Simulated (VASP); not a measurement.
Te2Mo, 6 atoms in the cell. The structure is hexagonal, space group P6_3/mmc (No. 194). The conventional cell has a = 3.590 Å, b = 3.590 Å, c = 19.219 Å, α = 90.00°, β = 90.00°, γ = 120.00°. Within 3.7 Å of Te (site symmetry 3m) lie 3 Mo at 2.75 Å and 7 Te at 3.59 to 3.62 Å. Mo (site symmetry -6m2) has 6 Te at 2.75 Å and 6 Mo at 3.59 Å within 3.6 Å. 

```yaml
Program: VASP 6.6.1
Task: single point
Functional: RPBE
Potentials_or_basis: VASP PAW PBE potentials, release 64 (Te, Mo_sv)
Cutoff: 520 eV
k_mesh: 9 × 9 × 2
Occupations: fermi-dirac, width 0.05 eV
Spin: no spin polarisation
Dipole_correction: no
Further_INCAR_settings: ALGO = Normal; EDIFF = 1e-06; NBANDS = 35
```

Potentials or basis: VASP PAW PBE potentials, release 64 (Te, Mo_sv).

Launch:

```sh
$ cat potpaw_PBE.64/Te/POTCAR potpaw_PBE.64/Mo_sv/POTCAR > POTCAR
$ mpirun -np 1 vasp_std > vasp.out
```

Hardware: 1 thread of Intel(R) Xeon(R) Platinum 8259CL CPU @ 2.50GHz (Skylake/Cascade Lake) (shared host).

Q: How long does it take, and how much memory?

A: It took 3.8 min on 1 thread of Intel(R) Xeon(R) Platinum 8259CL CPU @ 2.50GHz (Skylake/Cascade Lake) (shared host), peak memory 0.4 GiB. Counts: scf iterations 17, k points 24.
